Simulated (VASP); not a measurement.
# SnSe2 (P-3m1) in VASP: notebook

SnSe2 is run at these levels: r2SCAN; tasks: single point.

All numbers are computed with VASP 6.6.1; they aren't measurements. Logs are shortened: lines on timing, memory, paths and dates and some standing lists are left out, and cuts for length are marked.

**1. The cell of the first run**

The structure is trigonal, space group P-3m1 (No. 164). Conventional cell: a = 3.846 Å, b = 3.846 Å, c = 6.702 Å, α = 90.00°, β = 90.00°, γ = 120.00°. Sn (site symmetry -3m) has 6 Se at 2.72 Å within 3.6 Å. Within 3.6 Å of Se (site symmetry 3m) lie 3 Sn at 2.72 Å.

**2. Single point, r2SCAN (28.62 Å³/atom)**

Input file POSCAR:

```
SnSe2
1.0
    3.8464276439      0.0000000000      0.0000000000
   -1.9232138220      3.3311040535      0.0000000000
    0.0000000000      0.0000000000      6.7022317251
Sn Se
1 2
Direct
    0.0000000000      0.0000000000      0.0000000000
    0.3333333333      0.6666666667      0.2346456245
    0.6666666667      0.3333333333      0.7653543755
```

Input file INCAR.step1:

```
  PREC = Accurate
  ENCUT = 520
  ISMEAR = 0
  SIGMA = 0.02
  LREAL = F
  LASPH = T
  NELM = 60
  NBANDS = 20
  GGA = PE
  ALGO = Normal
  EDIFF = 1E-4
  LWAVE = T
  LCHARG = F
```

Input file INCAR.step2:

```
  PREC = Accurate
  ENCUT = 520
  EDIFF = 1E-6
  ISMEAR = 0
  SIGMA = 0.02
  LREAL = F
  LASPH = T
  NELM = 60
  ALGO = Normal
  ISIF = 2
  LWAVE = F
  LCHARG = F
  METAGGA = R2SCAN
  LMIXTAU = T
  NBANDS = 20
  ISTART = 1
```

Input file KPOINTS:

```
Automatic mesh
0
Gamma
  9 9 4
```

Potentials or basis: VASP PAW PBE potentials, release 64 (Sn_d, Se).

Launch:

```sh
$ cat potpaw_PBE.64/Sn_d/POTCAR potpaw_PBE.64/Se/POTCAR > POTCAR
$ cp INCAR.step1 INCAR
$ mpirun -np 1 vasp_std > vasp.out
$ cp INCAR.step2 INCAR
$ mpirun -np 1 vasp_std > vasp.out
```

OUTCAR:

```text
PREC = Accurate
   ENCUT = 520
   EDIFF = 1E-6
   ISMEAR = 0
   LREAL = F
   LASPH = T
   NELM = 60
   ISIF = 2
   METAGGA = R2SCAN
   ISTART = 1

 ion  position               nearest neighbor table
   1  0.000  0.000  0.000-   2 2.72   3 2.72   3 2.72   2 2.72   3 2.72   2 2.72
   2  0.333  0.667  0.235-   1 2.72   1 2.72   1 2.72
   3  0.667  0.333  0.765-   1 2.72   1 2.72   1 2.72

  LATTYP: Found a hexagonal cell.
 ALAT       =     3.8464276439
 C/A-ratio  =     1.7424562076

  Lattice vectors:

 A1 = (   3.8464276439,   0.0000000000,   0.0000000000)
 A2 = (  -1.9232138220,   3.3311040535,   0.0000000000)
 A3 = (   0.0000000000,   0.0000000000,   6.7022317251)

Analysis of symmetry for initial positions (statically):
=====================================================================
 Subroutine PRICEL returns:
 Original cell was already a primitive cell.

 Routine SETGRP: Setting up the symmetry group for a
 hexagonal supercell.

 Subroutine GETGRP returns: Found 12 space group operations
 (whereof 12 operations were pure point group operations)
 out of a pool of 24 trial point group operations.

The static configuration has the point symmetry D_3d.

Analysis of symmetry for dynamics (positions and initial velocities):
=====================================================================
 Subroutine PRICEL returns:
 Original cell was already a primitive cell.

 Routine SETGRP: Setting up the symmetry group for a
 hexagonal supercell.

 Subroutine GETGRP returns: Found 12 space group operations
 (whereof 12 operations were pure point group operations)
 out of a pool of 24 trial point group operations.

The dynamic configuration has the point symmetry D_3d.

 Subroutine INISYM returns: Found 12 space group operations
 (whereof 12 operations are pure point group operations),
 and found     1 'primitive' translations

----------------------------------------------------------------------------------------

                                     Primitive cell

  volume of cell :      85.8747

  direct lattice vectors                    reciprocal lattice vectors
     3.846427644  0.000000000  0.000000000     0.259981493  0.150100385  0.000000000
    -1.923213822  3.331104053  0.000000000     0.000000000  0.300200769  0.000000000
     0.000000000  0.000000000  6.702231725     0.000000000  0.000000000  0.149204032

  length of vectors
     3.846427644  3.846427644  6.702231725     0.300200769  0.300200769  0.149204032

  position of ions in fractional coordinates (direct lattice)
     0.000000000  0.000000000  0.000000000
     0.333333333  0.666666667  0.234645624
     0.666666667  0.333333333  0.765354376

  ion indices of the primitive-cell ions
   primitive index   ion index
                 1           1
                 2           2
                 3           3

----------------------------------------------------------------------------------------

 KPOINTS: Automatic mesh

Automatic generation of k-mesh.
 Grid dimensions read from file:
 generate k-points for:    9    9    4

 Generating k-lattice:

  Cartesian coordinates                     Fractional coordinates (reciprocal lattice)
     0.028886833  0.016677821  0.000000000     0.111111111  0.000000000  0.000000000
     0.000000000  0.033355641  0.000000000     0.000000000  0.111111111  0.000000000
     0.000000000  0.000000000  0.037301008     0.000000000  0.000000000  0.250000000

  Length of vectors
     0.033355641  0.033355641  0.037301008

  Shift w.r.t. Gamma in fractional coordinates (k-lattice)
     0.000000000  0.000000000  0.000000000

 Subroutine IBZKPT returns following result:
 ===========================================

 Found     43 irreducible k-points:

 Following reciprocal coordinates:
            Coordinates               Weight
  0.000000  0.000000  0.000000      1.000000
  0.111111  0.000000  0.000000      6.000000
  0.222222  0.000000  0.000000      6.000000
  0.333333  0.000000  0.000000      6.000000
  0.444444  0.000000  0.000000      6.000000
  0.111111  0.111111  0.000000      6.000000
[... 16 lines left out ...]
  0.222222  0.111111  0.250000     12.000000
 -0.111111  0.333333  0.250000     12.000000
 [... further k-points ...]
   k-points           NKPTS =     43   k-points in BZ     NKDIM =     43   number of bands    NBANDS=     20
   number of dos      NEDOS =    301   number of ions     NIONS =      3
   total plane-waves  NPLWV =  45000
   dimension x,y,z NGX =    30 NGY =   30 NGZ =   50
   dimension x,y,z NGXF=    60 NGYF=   60 NGZF=  100
   ions per type =               1   2
   NGX,Y,Z   is equivalent  to a cutoff of  12.97, 12.97, 12.40 a.u.
   NGXF,Y,Z  is equivalent  to a cutoff of  25.93, 25.93, 24.80 a.u.
 SYSTEM =  unknown system
   PREC   = accura    normal or accurate (medium, high low for compatibility)
   ISTART =      1    job   : 0-new  1-cont  2-samecut
   ICHARG =      0    charge: 1-file 2-atom 10-const
   ISPIN  =      1    spin polarized calculation?
   LNONCOLLINEAR =      F non collinear calculations
   LSORBIT =      F    spin-orbit coupling
   LASPH  =      T    aspherical Exc in radial PAW
   ENCUT  =  520.0 eV  38.22 Ry    6.18 a.u.   7.15  7.15 12.46*2*pi/ulx,y,z
   NELM   =     60;   NELMIN=  2; NELMDL=  0     # of ELM steps
   EDIFF  = 0.1E-05   stopping-criterion for ELM
   LREAL  =      F    real-space projection
   EDIFFG = 0.1E-04   stopping-criterion for IOM
   NSW    =      0    number of steps for IOM
   IBRION =     -1    ionic relax: 0-MD 1-quasi-New 2-CG
   NFREE  =      0    steps in history (QN), initial steepest desc. (CG)
   ISIF   =      2    stress and relaxation
   ISYM   =      2    0-nonsym 1-usesym 2-fastsym
   POTIM  = 0.5000    time-step for ionic-motion
   TEBEG  =    0.0;   TEEND  =   0.0 temperature during run
   PSTRESS=    0.0 pullay stress
   NELECT =      26.0000    total number of electrons
   NUPDOWN=      -1.0000    fix difference up-down
   EMIN   =  10.00;   EMAX   =-10.00  energy-range for DOS
   EFERMI =   0.00;   METHOD = LEGACY
   ISMEAR =     0;   SIGMA  =   0.02  broadening in eV -4-tet -1-fermi 0-gaus
   EFERMI_NEDOS =   21; number of points for ismear=-14 and -15
   IALGO  =     38    algorithm
   IMIX   =      4    mixing-type and parameters
     AMIX     =   0.40;   BMIX     =  1.00
     AMIX_MAG =   1.60;   BMIX_MAG =  1.00
  volume/ion in A,a.u.               =      28.62       193.17
  Fermi-wavevector in a.u.,A,eV,Ry     =   1.099286  2.077350 16.441698  1.208431
  Thomas-Fermi vector in A             =   2.235678
   LORBIT       =      0    0 simple, 1 ext, 2 COOP (PROOUT), +10 PAW based schemes
   METAGGA = R2SCAN    functional components
   LHFCALC =     F    Hartree Fock is set to
   AEXX    =    0.0000 exact exchange contribution
   IVDW    =     0    specifies the selected vdW correction
   LEPSILON=     F    determine dielectric tensor
   LRPA    =     F    only Hartree local field effects (RPA)
 non-spin polarized calculation
 Gauss-broadening in eV      SIGMA  =   0.02
  energy-cutoff  :      520.00
  volume of cell :       85.87
 maximum number of plane-waves:      2334
 NGX is ok and might be reduce to    30
   NGX = 15   NGY = 15   NGZ = 25

 number of electron      26.0000004 magnetization

 Free energy of the ion-electron system (eV)
  ---------------------------------------------------
  ext. energy  EPLUGINS =         0.00000000
  ---------------------------------------------------
  free energy    TOTEN  =       -54.63670119 eV

  energy without entropy =      -54.63670119  energy(sigma->0) =      -54.63670119

 E-fermi :   2.8718     XC(G=0):  -9.3995

 val. band max:        2.7181939643   @ k =   0.1111   0.0000   0.2500
 cond. band min:       3.8248728476   @ k =   0.4444   0.0000   0.5000
 fundamental gap:      1.1066788834
 Fermi energy:         2.8717579067

 k-point     1 :       0.0000    0.0000    0.0000
  band No.  band energies     occupation
      1     -19.0613      2.00000
      2     -19.0613      2.00000
      3     -19.0071      2.00000
      4     -19.0002      2.00000
      5     -19.0001      2.00000
      6     -11.3041      2.00000
[... 12 lines left out ...]
     19      12.2559      0.00000
     20      12.2559      0.00000

 k-point     2 :       0.1111    0.0000    0.0000
  band No.  band energies     occupation
      1     -19.0672      2.00000
      2     -19.0576      2.00000
      3     -19.0046      2.00000
      4     -19.0019      2.00000
      5     -18.9992      2.00000
      6     -11.1830      2.00000
[... 12 lines left out ...]
     19      11.4082      0.00000
     20      12.4715      0.00000

 k-point     3 :       0.2222    0.0000    0.0000
  band No.  band energies     occupation
      1     -19.0834      2.00000
      2     -19.0497      2.00000
      3     -19.0093      2.00000
      4     -18.9950      2.00000
      5     -18.9939      2.00000
      6     -10.8359      2.00000
[... 12 lines left out ...]
     19      11.7171      0.00000
     20      12.1993      0.00000

 k-point     4 :       0.3333    0.0000    0.0000
  band No.  band energies     occupation
      1     -19.1030      2.00000
      2     -19.0439      2.00000
      3     -19.0155      2.00000
      4     -18.9871      2.00000
      5     -18.9828      2.00000
      6     -10.3274      2.00000
[... 12 lines left out ...]
     19      12.0609      0.00000
     20      12.6383      0.00000

 k-point     5 :       0.4444    0.0000    0.0000
  band No.  band energies     occupation
      1     -19.1161      2.00000
      2     -19.0419      2.00000
      3     -19.0192      2.00000
      4     -18.9801      2.00000
      5     -18.9756      2.00000
      6      -9.8348      2.00000
[... 12 lines left out ...]
     19      12.5222      0.00000
     20      13.3089      0.00000
[... 353 lines left out ...]
      6      -9.8140      2.00000
[... 12 lines left out ...]
     19      12.0972      0.00000
     20      13.8163      0.00000

 k-point    22 :       0.1111    0.1111    0.2500
  band No.  band energies     occupation
      1     -19.0768      2.00000
      2     -19.0534      2.00000
      3     -19.0059      2.00000
      4     -19.0010      2.00000
      5     -18.9940      2.00000
      6     -10.9147      2.00000
[... 12 lines left out ...]
     19      11.4568      0.00000
     20      11.9714      0.00000

 k-point    23 :       0.2222    0.1111    0.2500
  band No.  band energies     occupation
      1     -19.0922      2.00000
      2     -19.0496      2.00000
      3     -19.0106      2.00000
      4     -18.9958      2.00000
      5     -18.9839      2.00000
      6     -10.4852      2.00000
[... 12 lines left out ...]
     19      11.6498      0.00000
     20      12.5719      0.00000

 k-point    24 :      -0.1111    0.3333    0.2500
  band No.  band energies     occupation
      1     -19.0922      2.00000
      2     -19.0496      2.00000
      3     -19.0106      2.00000
      4     -18.9958      2.00000
      5     -18.9839      2.00000
      6     -10.4850      2.00000
[... 12 lines left out ...]
     19      11.0078      0.00000
     20      12.1501      0.00000

 [... further k-points ...]
[... 5 lines left out ...]
  --------------------------------------------------------------------------------------
  -------------------------------------------------------------------------------------
  Total       -0.1309423     -0.1309423     -0.1016264      0.0000000     -0.0000000      0.0000000
  in kB       -2.4430110     -2.4430110     -1.8960584      0.0000000     -0.0000000      0.0000000
  external PRESSURE =      -2.2606935 kB  Pullay stress =       0.0000000 kB

 VOLUME and BASIS-vectors are now :
 -----------------------------------------------------------------------------
  energy-cutoff  :      520.00
  volume of cell :       85.87
      direct lattice vectors                 reciprocal lattice vectors
     3.846427644  0.000000000  0.000000000     0.259981493  0.150100385  0.000000000
    -1.923213822  3.331104053  0.000000000     0.000000000  0.300200769  0.000000000
     0.000000000  0.000000000  6.702231725     0.000000000  0.000000000  0.149204032

 POSITION                                       TOTAL-FORCE (eV/Angst)
 -----------------------------------------------------------------------------------
      0.00000      0.00000      0.00000        -0.000000      0.000000      0.000000
     -0.00000      2.22074      1.57265        -0.000000     -0.000000      0.020463
      1.92321      1.11037      5.12958         0.000000      0.000000     -0.020463
 -----------------------------------------------------------------------------------
    total drift:                               -0.000000      0.000000      0.000000

  FREE ENERGIE OF THE ION-ELECTRON SYSTEM (eV)
  ---------------------------------------------------
  free  energy   TOTEN  =       -54.6367011864 eV

  energy  without entropy=      -54.6367011864  energy(sigma->0) =      -54.63670119
```

It took 2.1 min on 1 thread of Intel Xeon 6975P-C (Granite Rapids), shared host; peak memory 0.25 GiB.

Results:

| Property | Result |
| --- | --- |
| Free energy | -54.6367 eV |
| Pressure | -0.2 GPa |
| Largest force | 0.020 eV/Å |
| Band gap on the k mesh | 1.11 eV (least direct gap 1.46 eV) |

Forces in eV/Å, atoms in the order of the input:
```
Sn   0.000  0.000  0.000
Se   0.000  0.000  0.020
Se   0.000  0.000 -0.020
```

Levels at points of the mesh, in eV from the valence-band top:
```csv
k point,band 9,band 10,band 11,band 12,band 13,band 14,band 15,band 16,band 17,band 18
"(0.00, 0.00, 0.00)",-0.52,-0.52,-0.37,-0.16,-0.16,1.54,3.62,5.06,5.06,8.12
"(0.00, 0.00, 0.50)",-1.66,-0.56,-0.56,-0.10,-0.10,2.55,3.56,4.94,4.94,8.80
```

Caveat: the PAW data sets were made with another functional, which shifts forces and pressure a little; spin-orbit coupling is left out, which moves the levels of the heavy elements; an odd mesh through Γ misses points on the zone boundary, where band edges can lie.

**3. Single point, r2SCAN (29.46 Å³/atom)**

This run uses another cell than the first one, of 29.46 Å³/atom.

Input file POSCAR:

```
SnSe2
1.0
    3.8484261919      0.0000000000      0.0000000000
   -1.9242130960      3.3328348468      0.0000000000
    0.0000000000      0.0000000000      6.8902803184
Sn Se
1 2
Direct
    0.0000000000      0.0000000000      0.0000000000
    0.3333333333      0.6666666667      0.2283432142
    0.6666666667      0.3333333333      0.7716567858
```

Input file INCAR.step1:

```
SYSTEM = SnSe2
PREC = Accurate
ENCUT = 520
ISMEAR = 0
SIGMA = 0.02
LREAL = .False.
LASPH = .True.
NELM = 80
NBANDS = 20
GGA = PE
ALGO = Normal
EDIFF = 1E-4
LWAVE = .True.
LCHARG = .False.
```

Input file INCAR.step2:

```
SYSTEM = SnSe2
PREC = Accurate
ENCUT = 520
EDIFF = 1E-7
ISMEAR = 0
SIGMA = 0.02
LREAL = .False.
LASPH = .True.
NELM = 80
ALGO = Normal
ISIF = 2
LWAVE = .False.
LCHARG = .False.
METAGGA = R2SCAN
LMIXTAU = .True.
NBANDS = 20
ISTART = 1
```

Input file KPOINTS:

```
regular mesh
0
Gamma
  9 9 4
  0 0 0
```

Potentials or basis: VASP PAW PBE potentials, release 64 (Sn_d, Se).

Launch:

```sh
$ cat potpaw_PBE.64/Sn_d/POTCAR potpaw_PBE.64/Se/POTCAR > POTCAR
$ cp INCAR.step1 INCAR
$ mpirun -np 1 vasp_std > vasp.out
$ cp INCAR.step2 INCAR
$ mpirun -np 1 vasp_std > vasp.out
```

It took 2.8 min on 1 thread of Intel Xeon 6975P-C (Granite Rapids), shared host; peak memory 0.26 GiB.

It converged, with:

- Free energy: -54.6312 eV
- Pressure: -0.4 GPa
- Largest force: 0.013 eV/Å
- Band gap on the k mesh: 1.11 eV (least direct gap 1.46 eV)

Forces in eV/Å, atoms in the order of the input:
```
Sn   0.000  0.000  0.000
Se   0.000  0.000  0.013
Se   0.000  0.000 -0.013
```

Levels at points of the mesh, in eV from the valence-band top:
| k point | band 11 | band 12 | band 13 | band 14 | band 15 | band 16 |
| --- | --- | --- | --- | --- | --- | --- |
| (0.00, 0.00, 0.00) | -0.48 | -0.14 | -0.14 | 1.58 | 3.62 | 5.05 |
| (0.00, 0.00, 0.50) | -0.54 | -0.10 | -0.10 | 2.47 | 3.57 | 4.96 |

Caveat: the PAW data sets were made with another functional, which shifts forces and pressure a little; spin-orbit coupling is left out, which moves the levels of the heavy elements; an odd mesh through Γ misses points on the zone boundary, where band edges can lie.

**4. Single point, r2SCAN**

This run uses another cell than the first one, of 27.79 Å³/atom.

Input file POSCAR:

```
SnSe2
1.0
    3.8407286968      0.0000000000      0.0000000000
   -1.9203643484      3.3261686204      0.0000000000
    0.0000000000      0.0000000000      6.5263459053
Sn Se
1 2
Direct
    0.0000000000      0.0000000000      0.0000000000
    0.3333333333      0.6666666667      0.2411469470
    0.6666666667      0.3333333333      0.7588530530
```

Input file INCAR.step1:

```
  ALGO = Normal
  EDIFF = 1E-4
  ENCUT = 520
  GGA = PE
  ISMEAR = 0
  LASPH = True
  LCHARG = False
  LREAL = False
  LWAVE = True
  NBANDS = 20
  NELM = 60
  PREC = Accurate
  SIGMA = 0.02
```

Input file INCAR.step2:

```
  ALGO = Normal
  EDIFF = 1E-7
  ENCUT = 520
  ISIF = 2
  ISMEAR = 0
  ISTART = 1
  LASPH = True
  LCHARG = True
  LELF = True
  LMIXTAU = True
  LREAL = False
  LVHAR = True
  LWAVE = False
  METAGGA = R2SCAN
  NBANDS = 20
  NELM = 60
  PREC = Accurate
  SIGMA = 0.02
```

Input file KPOINTS:

```
k-points
0
Gamma
  9 9 6
```

Launch:

```sh
$ cat potpaw_PBE.64/Sn_d/POTCAR potpaw_PBE.64/Se/POTCAR > POTCAR
$ cp INCAR.step1 INCAR
$ mpirun -np 1 vasp_std > vasp.out
$ cp INCAR.step2 INCAR
$ mpirun -np 1 vasp_std > vasp.out
```

Run time: 3.3 min. Hardware: 1 thread of Intel Xeon 6975P-C (Granite Rapids), shared host; peak memory 0.28 GiB.

It converged, with:

```
Free energy            : -54.6389 eV
Pressure               : 0.0 GPa
Largest force          : 0.012 eV/Å
Band gap on the k mesh : 1.03 eV (least direct gap 1.46 eV)
```

Forces in eV/Å, atoms in the order of the input:
```
Sn   0.000  0.000  0.000
Se   0.000  0.000  0.012
Se   0.000  0.000 -0.012
```

Levels at points of the mesh, in eV from the valence-band top:
| k point | band 10 | band 11 | band 12 | band 13 | band 14 | band 15 | band 16 | band 17 |
| --- | --- | --- | --- | --- | --- | --- | --- | --- |
| (0.00, 0.00, 0.00) | -0.53 | -0.27 | -0.19 | -0.19 | 1.51 | 3.61 | 5.07 | 5.07 |
| (0.00, 0.00, 0.50) | -0.59 | -0.59 | -0.10 | -0.10 | 2.65 | 3.56 | 4.91 | 4.91 |

Caveat: the PAW data sets were made with another functional, which shifts forces and pressure a little; spin-orbit coupling is left out, which moves the levels of the heavy elements; an odd mesh through Γ misses points on the zone boundary, where band edges can lie.

**5. Overview**

```csv
cell,k mesh,gap on the mesh (eV),pressure (GPa),largest force (eV/Å)
"a = 3.846, b = 3.846, c = 6.702 Å, angles 90.0, 90.0, 120.0°, 3 atoms, atomic positions A",9 × 9 × 4,1.11,-0.2,0.02
"a = 3.848, b = 3.848, c = 6.890 Å, angles 90.0, 90.0, 120.0°, 3 atoms, atomic positions B",9 × 9 × 4,1.11,-0.4,0.01
"a = 3.841, b = 3.841, c = 6.526 Å, angles 90.0, 90.0, 120.0°, 3 atoms, atomic positions C",9 × 9 × 6,1.03,0.0,0.01
```

Alike in all rows: task single point; level r2SCAN; potentials or basis VASP PAW PBE potentials, release 64 (Sn_d, Se); no spin polarisation; cutoff (eV) 520; smearing gaussian 0.02 eV.

Caveats: the PAW data sets were made with another functional, which shifts forces and pressure a little; spin-orbit coupling is left out, which moves the levels of the heavy elements; an odd mesh through Γ misses points on the zone boundary, where band edges can lie.

Absolute energies hang on the potentials; compare differences alone.
